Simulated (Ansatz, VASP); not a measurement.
One calculation of TiAl3, two programs

```
Ti Al
1.0
    -1.92267    1.92267    4.31140
     1.92267   -1.92267    4.31140
     1.92267    1.92267   -4.31140
Ti Al
1 3
Cartesian
  0.0000 0.0000 0.0000
  0.0000 0.0000 4.3114
  0.0000 1.9227 2.1557
  1.9227 0.0000 2.1557
```

Alike in both runs: task single point; functional PBE; k mesh 18 × 18 × 18; occupations gaussian, width 0.15 eV; no spin polarisation.

|  | VASP | Ansatz |
| --- | --- | --- |
| version | VASP 6.6.1 | Ansatz 0.2.0 |
| potentials or method | VASP PAW PBE potentials, release 64 (Ti_sv, Al), cutoff 520 eV | scalar-relativistic, plane waves, PAW |
| valence electrons in the cell | 21 | 21 |

Ansatz gave:

```
gap on the k mesh at the Fermi level (eV)                     : none
pressure (GPa)                                                : 0.0
traceless stress, the component that is largest in VASP (GPa) : -0.06
```

**Question.** What did VASP give for the same quantities?

**Answer.** gap on the k mesh at the Fermi level (eV): none; pressure (GPa): 0.0; traceless stress, the component that is largest in VASP (GPa): -0.07.

A gap of «none» marks a metal or a gap that the smearing closes.
